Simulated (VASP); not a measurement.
**Cd: single point with LDA**

The system is Cd.

```
CELL_PARAMETERS angstrom
5.11547 0.00000 0.00000
-2.55774 4.43013 0.00000
0.00000 0.00000 3.04360
ATOMIC_POSITIONS crystal
Cd 0.00000 0.00000 0.00000
Cd 0.33333 0.66667 0.50000
Cd 0.66667 0.33333 0.50000
```

This isn't the form of Cd at room conditions, which is hcp.

* Program: VASP 6.6.1
* Task: single point
* Functional: LDA
* Potentials or basis: VASP PAW LDA potentials, release 64 (Cd)
* Cutoff: 500 eV
* k mesh: 8 × 8 × 12
* Occupations: fermi-dirac, width 0.1 eV
* Spin: no spin polarisation
* Dipole correction: no
* Further INCAR settings: ALGO = Normal; EDIFF = 1e-06; NBANDS = 25

| Item | Value |
| --- | --- |
| Pressure | -4.8 GPa |
| Band gap on the k mesh | zero (bands 18 and 19 overlap by 4.55 eV) |

Stress tensor (GPa, compression positive):
```
-4.59  0.00  0.00
 0.00 -4.59  0.00
 0.00  0.00 -5.15
```

Levels at points of the mesh, in eV from the Fermi level:
```csv
k point,band 16,band 17,band 18,band 19,band 20,band 21
"(0.00, 0.00, 0.00)",-8.20,0.04,0.26,0.83,0.83,0.86
"(0.50, 0.00, 0.00)",-6.15,-6.09,-2.00,-1.20,6.46,6.48
"(0.00, 0.00, 0.50)",-3.62,-3.34,3.35,3.59,3.59,3.61
"(0.50, 0.00, 0.50)",-2.03,-1.35,-1.31,-0.75,2.35,2.43
```

It took 66 s on 1 thread of Intel(R) Xeon(R) Platinum 8259CL CPU @ 2.50GHz (Skylake/Cascade Lake), on a shared host, peak memory 0.21 GiB.

Caveat: the cell stands under tension.
